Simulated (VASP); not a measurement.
# BN: single point with PBEsol

BN:

```
B N
1.0
     2.50399    0.00000    0.00000
    -1.25200    2.16852    0.00000
     0.00000    0.00000    6.49467
B N
2 2
Direct
  0.33333 0.66667 0.25000
  0.66667 0.33333 0.75000
  0.33333 0.66667 0.75000
  0.66667 0.33333 0.25000
```

This cell differs from its parent crystal: strain +0.000 along x and y, -0.025 along z.

* Program: VASP 6.6.1
* Task: single point
* Functional: PBEsol
* Potentials or basis: VASP PAW PBE potentials, release 64 (B, N)
* Cutoff: 520 eV
* k mesh: 12 × 12 × 4
* Occupations: gaussian, width 0.05 eV
* Spin: no spin polarisation
* Dipole correction: no
* Further INCAR settings: ALGO = Normal; EDIFF = 1e-06; NBANDS = 16

- Pressure: 1.0 GPa
- Band gap on the k mesh: 4.11 eV, indirect (least direct gap 4.51 eV)

Stress tensor (GPa, compression positive):
```
0.84 0.00 0.00
0.00 0.84 0.00
0.00 0.00 1.37
```

Levels at points of the mesh, in eV from the valence-band top:
```
           k point  band 6  band 7  band 8  band 9  band 10  band 11
(0.00, 0.00, 0.00)   -1.33   -1.28   -1.28    5.18    10.42    11.47
(0.50, 0.00, 0.00)   -4.08   -1.56   -0.40    4.11     5.67     9.45
(0.00, 0.00, 0.50)   -1.30   -1.30   -1.30    7.71     7.71    11.55
(0.50, 0.00, 0.50)   -4.12   -0.95   -0.95    4.62     4.62     9.85
```

Wall time 21 s on 1 thread of AMD EPYC 7R43 64-Core Processor (Zen 3) (shared host), peak memory 0.12 GiB.

Caveat: the cell differs from its parent crystal (strain +0.000 along x and y, -0.025 along z); the PAW data sets were made with another functional, which shifts forces and pressure a little; this functional lacks dispersion, which binds the layers, so the pressure and a relaxed spacing across them are unreliable. A k mesh can miss the band edges.
